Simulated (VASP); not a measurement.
# InH (Pm-3m) in VASP: a series of runs

The runs below take InH through single point, relaxation of cell and atoms, with PBE.

Everything below comes from runs of VASP 6.6.1. Logs are shortened: lines on timing, memory, paths and dates and some standing lists are left out, and cuts for length are marked.

### 1 The cell of the first run

Symmetry: Pm-3m, No. 221, cubic system. The conventional cell has a = 3.183 Å, b = 3.183 Å, c = 3.183 Å, α = 90.00°, β = 90.00°, γ = 90.00°. Within 3.6 Å of In (site symmetry m-3m) lie 8 H at 2.76 Å and 6 In at 3.18 Å. Within 3.6 Å of H (site symmetry m-3m) lie 8 In at 2.76 Å and 6 H at 3.18 Å.

### 2 Single point, PBE

File INCAR:

```
SYSTEM = InH
PREC = Accurate
ENCUT = 520
EDIFF = 1E-6
ISMEAR = 0
SIGMA = 0.1
LREAL = .False.
LASPH = .True.
NELM = 60
ALGO = Normal
ISIF = 2
LWAVE = .False.
LCHARG = .False.
GGA = PE
NBANDS = 14
```

File KPOINTS:

```
Automatic mesh
0
Gamma
  18 18 18
  0 0 0
```

File POSCAR:

```
InH
1.0
    3.1827448812      0.0000000000      0.0000000000
    0.0000000000      3.1827448812      0.0000000000
    0.0000000000      0.0000000000      3.1827448812
In H
1 1
Direct
    0.5000000000      0.5000000000      0.5000000000
    0.0000000000      0.0000000000      0.0000000000
```

Potentials or basis: VASP PAW PBE potentials, release 64 (In_d, H).

On the command line:

```sh
$ cat potpaw_PBE.64/In_d/POTCAR potpaw_PBE.64/H/POTCAR > POTCAR
$ mpirun -np 1 vasp_std > vasp.out
```

OUTCAR:

```text
SYSTEM = InH
   PREC = Accurate
   ENCUT = 520
   EDIFF = 1E-6
   ISMEAR = 0
   LREAL = .False.
   LASPH = .True.
   NELM = 60
   ISIF = 2
   GGA = PE

 ion  position               nearest neighbor table
   1  0.500  0.500  0.500-
   2  0.000  0.000  0.000-

  LATTYP: Found a simple cubic cell.
 ALAT       =     3.1827448812

  Lattice vectors:

 A1 = (   3.1827448812,   0.0000000000,   0.0000000000)
 A2 = (   0.0000000000,   3.1827448812,   0.0000000000)
 A3 = (   0.0000000000,   0.0000000000,   3.1827448812)

Analysis of symmetry for initial positions (statically):
=====================================================================
 Subroutine PRICEL returns:
 Original cell was already a primitive cell.

 Routine SETGRP: Setting up the symmetry group for a
 simple cubic supercell.

 Subroutine GETGRP returns: Found 48 space group operations
 (whereof 48 operations were pure point group operations)
 out of a pool of 48 trial point group operations.

The static configuration has the point symmetry O_h .

Analysis of symmetry for dynamics (positions and initial velocities):
=====================================================================
 Subroutine PRICEL returns:
 Original cell was already a primitive cell.

 Routine SETGRP: Setting up the symmetry group for a
 simple cubic supercell.

 Subroutine GETGRP returns: Found 48 space group operations
 (whereof 48 operations were pure point group operations)
 out of a pool of 48 trial point group operations.

The dynamic configuration has the point symmetry O_h .

 Subroutine INISYM returns: Found 48 space group operations
 (whereof 48 operations are pure point group operations),
 and found     1 'primitive' translations

----------------------------------------------------------------------------------------

                                     Primitive cell

  volume of cell :      32.2408

  direct lattice vectors                    reciprocal lattice vectors
     3.182744881  0.000000000  0.000000000     0.314194206  0.000000000  0.000000000
     0.000000000  3.182744881  0.000000000     0.000000000  0.314194206  0.000000000
     0.000000000  0.000000000  3.182744881     0.000000000  0.000000000  0.314194206

  length of vectors
     3.182744881  3.182744881  3.182744881     0.314194206  0.314194206  0.314194206

  position of ions in fractional coordinates (direct lattice)
     0.500000000  0.500000000  0.500000000
     0.000000000  0.000000000  0.000000000

  ion indices of the primitive-cell ions
   primitive index   ion index
                 1           1
                 2           2

----------------------------------------------------------------------------------------

 KPOINTS: Automatic mesh

Automatic generation of k-mesh.
 Grid dimensions read from file:
 generate k-points for:   18   18   18

 Generating k-lattice:

  Cartesian coordinates                     Fractional coordinates (reciprocal lattice)
     0.017455234  0.000000000  0.000000000     0.055555556  0.000000000  0.000000000
     0.000000000  0.017455234  0.000000000     0.000000000  0.055555556  0.000000000
     0.000000000  0.000000000  0.017455234     0.000000000  0.000000000  0.055555556

  Length of vectors
     0.017455234  0.017455234  0.017455234

  Shift w.r.t. Gamma in fractional coordinates (k-lattice)
     0.000000000  0.000000000  0.000000000

 Subroutine IBZKPT returns following result:
 ===========================================

 Found    220 irreducible k-points:

 Following reciprocal coordinates:
            Coordinates               Weight
  0.000000  0.000000  0.000000      1.000000
  0.055556  0.000000  0.000000      6.000000
  0.111111  0.000000  0.000000      6.000000
  0.166667  0.000000  0.000000      6.000000
  0.222222  0.000000  0.000000      6.000000
  0.277778  0.000000  0.000000      6.000000
[... 16 lines left out ...]
  0.277778  0.111111  0.000000     24.000000
  0.333333  0.111111  0.000000     24.000000
 [... further k-points ...]
   k-points           NKPTS =    220   k-points in BZ     NKDIM =    220   number of bands    NBANDS=     14
   number of dos      NEDOS =    301   number of ions     NIONS =      2
   total plane-waves  NPLWV =  13824
   dimension x,y,z NGX =    24 NGY =   24 NGZ =   24
   dimension x,y,z NGXF=    48 NGYF=   48 NGZF=   48
   ions per type =               1   1
   NGX,Y,Z   is equivalent  to a cutoff of  12.54, 12.54, 12.54 a.u.
   NGXF,Y,Z  is equivalent  to a cutoff of  25.07, 25.07, 25.07 a.u.
 SYSTEM =  InH
   PREC   = accura    normal or accurate (medium, high low for compatibility)
   ISTART =      0    job   : 0-new  1-cont  2-samecut
   ICHARG =      2    charge: 1-file 2-atom 10-const
   ISPIN  =      1    spin polarized calculation?
   LNONCOLLINEAR =      F non collinear calculations
   LSORBIT =      F    spin-orbit coupling
   LASPH  =      T    aspherical Exc in radial PAW
   ENCUT  =  520.0 eV  38.22 Ry    6.18 a.u.   5.92  5.92  5.92*2*pi/ulx,y,z
   NELM   =     60;   NELMIN=  2; NELMDL= -5     # of ELM steps
   EDIFF  = 0.1E-05   stopping-criterion for ELM
   LREAL  =      F    real-space projection
   EDIFFG = 0.1E-04   stopping-criterion for IOM
   NSW    =      0    number of steps for IOM
   IBRION =     -1    ionic relax: 0-MD 1-quasi-New 2-CG
   NFREE  =      0    steps in history (QN), initial steepest desc. (CG)
   ISIF   =      2    stress and relaxation
   ISYM   =      2    0-nonsym 1-usesym 2-fastsym
   POTIM  = 0.5000    time-step for ionic-motion
   TEBEG  =    0.0;   TEEND  =   0.0 temperature during run
   PSTRESS=    0.0 pullay stress
   NELECT =      14.0000    total number of electrons
   NUPDOWN=      -1.0000    fix difference up-down
   EMIN   =  10.00;   EMAX   =-10.00  energy-range for DOS
   EFERMI =   0.00;   METHOD = LEGACY
   ISMEAR =     0;   SIGMA  =   0.10  broadening in eV -4-tet -1-fermi 0-gaus
   EFERMI_NEDOS =   21; number of points for ismear=-14 and -15
   IALGO  =     38    algorithm
   IMIX   =      4    mixing-type and parameters
     AMIX     =   0.40;   BMIX     =  1.00
     AMIX_MAG =   1.60;   BMIX_MAG =  1.00
  volume/ion in A,a.u.               =      16.12       108.79
  Fermi-wavevector in a.u.,A,eV,Ry     =   1.239697  2.342688 20.910108  1.536850
  Thomas-Fermi vector in A             =   2.374170
   LORBIT       =      0    0 simple, 1 ext, 2 COOP (PROOUT), +10 PAW based schemes
   GGA     = PE    functional components
   LHFCALC =     F    Hartree Fock is set to
   AEXX    =    0.0000 exact exchange contribution
   IVDW    =     0    specifies the selected vdW correction
   LEPSILON=     F    determine dielectric tensor
   LRPA    =     F    only Hartree local field effects (RPA)
 non-spin polarized calculation
 Gauss-broadening in eV      SIGMA  =   0.10
  energy-cutoff  :      520.00
  volume of cell :       32.24
 maximum number of plane-waves:       912
 NGX is ok and might be reduce to    24
   NGX = 11   NGY = 11   NGZ = 11

 number of electron      14.0000014 magnetization

 Free energy of the ion-electron system (eV)
  ---------------------------------------------------
  ext. energy  EPLUGINS =         0.00000000
  ---------------------------------------------------
  free energy    TOTEN  =        -4.82602627 eV

  energy without entropy =       -4.82353190  energy(sigma->0) =       -4.82477908

 E-fermi :   5.6856     XC(G=0):  -9.8795

 val. band max:        5.6707414332   @ k =   0.5000   0.5000   0.2222
 cond. band min:       5.7285916489   @ k =   0.4444   0.4444   0.4444
 fundamental gap:      0.0578502157
 Fermi energy:         5.6855816719

 k-point     1 :       0.0000    0.0000    0.0000
  band No.  band energies     occupation
      1      -9.1112      2.00000
      2      -9.1112      2.00000
      3      -8.5827      2.00000
      4      -8.5827      2.00000
      5      -8.5827      2.00000
      6      -3.6487      2.00000
      7       8.0159      0.00000
      8      11.8296      0.00000
      9      11.8296      0.00000
     10      11.8296      0.00000
     11      15.2005      0.00000
     12      15.2005      0.00000
     13      25.7691      0.00000
     14      25.7691      0.00000

 k-point     2 :       0.0556    0.0000    0.0000
  band No.  band energies     occupation
      1      -9.1102      2.00000
      2      -9.0998      2.00000
      3      -8.5870      2.00000
      4      -8.5870      2.00000
      5      -8.5823      2.00000
      6      -3.6008      2.00000
      7       7.8440      0.00000
      8      11.5342      0.00000
      9      11.8844      0.00000
     10      11.8844      0.00000
     11      15.2325      0.00000
     12      15.7346      0.00000
     13      25.2803      0.00000
     14      25.5461      0.00000

 k-point     3 :       0.1111    0.0000    0.0000
  band No.  band energies     occupation
      1      -9.1075      2.00000
      2      -9.0669      2.00000
      3      -8.5996      2.00000
      4      -8.5996      2.00000
      5      -8.5812      2.00000
      6      -3.4565      2.00000
      7       7.3162      0.00000
      8      11.0561      0.00000
      9      12.0472      0.00000
     10      12.0472      0.00000
     11      15.3286      0.00000
     12      16.9314      0.00000
     13      24.2871      0.00000
     14      24.6695      0.00000

 k-point     4 :       0.1667    0.0000    0.0000
  band No.  band energies     occupation
      1      -9.1032      2.00000
      2      -9.0168      2.00000
      3      -8.6188      2.00000
      4      -8.6188      2.00000
      5      -8.5795      2.00000
      6      -3.2147      2.00000
      7       6.4762      0.00000
      8      10.7461      0.00000
      9      12.3138      0.00000
     10      12.3138      0.00000
     11      15.4896      0.00000
     12      18.3621      0.00000
     13      23.2074      0.00000
     14      23.4851      0.00000

 k-point     5 :       0.2222    0.0000    0.0000
  band No.  band energies     occupation
      1      -9.0980      2.00000
      2      -8.9556      2.00000
      3      -8.6422      2.00000
      4      -8.6422      2.00000
      5      -8.5775      2.00000
      6      -2.8742      2.00000
      7       5.4516      1.99906
      8      10.6129      0.00000
      9      12.6762      0.00000
     10      12.6762      0.00000
     11      15.7163      0.00000
[... 276 lines left out ...]
 k-point    22 :       0.2222    0.1111    0.0000
  band No.  band energies     occupation
      1      -9.0672      2.00000
      2      -8.9359      2.00000
      3      -8.6647      2.00000
      4      -8.6404      2.00000
      5      -8.5941      2.00000
      6      -2.6805      2.00000
      7       5.5355      1.96618
      8       9.4122      0.00000
      9      12.5271      0.00000
     10      12.8942      0.00000
     11      16.9797      0.00000
     12      19.4928      0.00000
     13      20.5153      0.00000
     14      22.4429      0.00000

 k-point    23 :       0.2778    0.1111    0.0000
  band No.  band energies     occupation
      1      -9.0610      2.00000
      2      -8.8708      2.00000
      3      -8.6916      2.00000
      4      -8.6650      2.00000
      5      -8.5918      2.00000
      6      -2.2399      2.00000
      7       4.5043      2.00000
      8       9.4959      0.00000
      9      12.6817      0.00000
     10      13.3403      0.00000
     11      17.0273      0.00000
     12      19.0784      0.00000
     13      21.0071      0.00000
     14      21.3060      0.00000

 k-point    24 :       0.3333    0.1111    0.0000
  band No.  band energies     occupation
      1      -9.0555      2.00000
      2      -8.8097      2.00000
      3      -8.7167      2.00000
      4      -8.6880      2.00000
      5      -8.5896      2.00000
      6      -1.6993      2.00000
      7       3.4398      2.00000
      8       9.6854      0.00000
      9      12.8096      0.00000
     10      13.8479      0.00000
     11      16.8637      0.00000
     12      18.8982      0.00000
     13      20.2566      0.00000
     14      20.4579      0.00000

 [... further k-points ...]
[... 5 lines left out ...]
  --------------------------------------------------------------------------------------
  -------------------------------------------------------------------------------------
  Total       -0.0154364     -0.0154364     -0.0154364      0.0000000      0.0000000     -0.0000000
  in kB       -0.7670970     -0.7670970     -0.7670970      0.0000000      0.0000000     -0.0000000
  external PRESSURE =      -0.7670970 kB  Pullay stress =       0.0000000 kB

 VOLUME and BASIS-vectors are now :
 -----------------------------------------------------------------------------
  energy-cutoff  :      520.00
  volume of cell :       32.24
      direct lattice vectors                 reciprocal lattice vectors
     3.182744881  0.000000000  0.000000000     0.314194206  0.000000000  0.000000000
     0.000000000  3.182744881  0.000000000     0.000000000  0.314194206  0.000000000
     0.000000000  0.000000000  3.182744881     0.000000000  0.000000000  0.314194206

 POSITION                                       TOTAL-FORCE (eV/Angst)
 -----------------------------------------------------------------------------------
      1.59137      1.59137      1.59137         0.000000      0.000000      0.000000
      0.00000      0.00000      0.00000         0.000000      0.000000      0.000000
 -----------------------------------------------------------------------------------
    total drift:                                0.000000     -0.000000     -0.000000

  FREE ENERGIE OF THE ION-ELECTRON SYSTEM (eV)
  ---------------------------------------------------
  free  energy   TOTEN  =        -4.8260262685 eV

  energy  without entropy=       -4.8235318973  energy(sigma->0) =       -4.82477908
```

Run time: 81 s. Hardware: 1 thread of Oxide Virtual Turin-like, shared host; peak memory 0.18 GiB.

Results:

| Property | Result |
| --- | --- |
| Free energy | -4.8260 eV |
| Pressure | -0.1 GPa |
| Band gap on the k mesh | zero (band 7 reaches 8.02 eV, above the bottom of band 8 at 4.88 eV) |

Caveat: spin-orbit coupling is left out, which moves the levels of the heavy elements.

### 3 Relaxation of cell and atoms, PBE

This run uses another cell than the first one, of 16.76 Å³/atom, 1.040 times its volume.

File INCAR:

```
SYSTEM = InH
PREC     = Accurate       ! precision mode
ENCUT    = 600            ! plane-wave cutoff, eV
EDIFF    = 1E-7           ! SCF threshold, eV
ISMEAR   = 0              ! smearing method
SIGMA    = 0.1            ! smearing width, eV
LREAL    = .False.        ! projectors in reciprocal space
LASPH    = .True.         ! aspherical terms in the spheres
NELM     = 60             ! most SCF steps
ALGO     = Normal         ! electronic algorithm
ISIF     = 3              ! what is computed and relaxed
LWAVE    = .False.        ! write WAVECAR
LCHARG   = .False.        ! write CHGCAR
GGA      = PE             ! functional
IBRION   = 2              ! ionic algorithm
NSW      = 100            ! ionic steps
EDIFFG   = -0.01          ! ionic threshold
```

File KPOINTS:

```
regular mesh
0
Gamma
  18 18 18
  0 0 0
```

File POSCAR:

```
InH
1.0
    3.2241252700      0.0000000000      0.0000000000
    0.0000000000      3.2241252700      0.0000000000
    0.0000000000      0.0000000000      3.2241252700
In H
1 1
Direct
    0.5000000000      0.5000000000      0.5000000000
    0.0000000000      0.0000000000      0.0000000000
```

Potentials or basis: VASP PAW PBE potentials, release 64 (In_d, H).

On the command line:

```sh
$ cat potpaw_PBE.64/In_d/POTCAR potpaw_PBE.64/H/POTCAR > POTCAR
$ mpirun -np 1 vasp_std > vasp.out
```

Run time: 3.4 min. Hardware: 1 thread of Oxide Virtual Turin-like, shared host; peak memory 0.21 GiB.

Results (log left out):

```
Free energy                            : -4.8264 eV
Relaxed volume                         : 16.16 Å³/atom
Relaxed cell                           : a = 3.185 Å, b = 3.185 Å, c = 3.185 Å, α = 90.00°, β = 90.00°, γ = 90.00°
Space group after relaxing (to 0.05 Å) : Pm-3m (No. 221)
Energy gained by relaxing              : 2.4 meV/atom
Ionic steps                            : 3
Pressure after relaxing                : -0.1 GPa
Band gap on the k mesh                 : zero (band 7 reaches 7.98 eV, above the bottom of band 8 at 4.86 eV)
```

The path:
| step | energy change (eV) | largest force (eV/Å) | pressure (GPa) | volume (Å³) |
| --- | --- | --- | --- | --- |
| 1 | 0.0000 | 0.0000 | -1.15 | 33.51 |
| 2 | -0.0033 | 0.0000 | -0.66 | 32.93 |
| 3 | -0.0047 | 0.0000 | -0.07 | 32.32 |

Final structure:
```
CELL_PARAMETERS angstrom
3.18538 0.00000 0.00000
0.00000 3.18538 0.00000
0.00000 0.00000 3.18538
ATOMIC_POSITIONS crystal
In 0.50000 0.50000 0.50000
H 0.00000 0.00000 0.00000
```

Levels at points of the mesh, in eV from the Fermi level:
| k point | band 4 | band 5 | band 6 | band 7 | band 8 | band 9 | band 10 | band 11 |
| --- | --- | --- | --- | --- | --- | --- | --- | --- |
| (0.00, 0.00, 0.00) | -14.27 | -14.27 | -9.32 | 2.32 | 6.14 | 6.14 | 6.14 | 9.50 |
| (0.50, 0.00, 0.00) | -14.41 | -14.26 | -5.44 | -5.28 | 5.01 | 9.08 | 9.08 | 11.89 |
| (0.50, 0.50, 0.00) | -14.39 | -14.13 | -2.13 | -2.05 | -0.80 | -0.80 | 12.04 | 12.16 |
| (0.50, 0.50, 0.50) | -14.12 | -14.12 | -1.12 | 1.55 | 1.81 | 1.81 | 1.81 | 5.91 |

Caveat: spin-orbit coupling is left out, which moves the levels of the heavy elements.
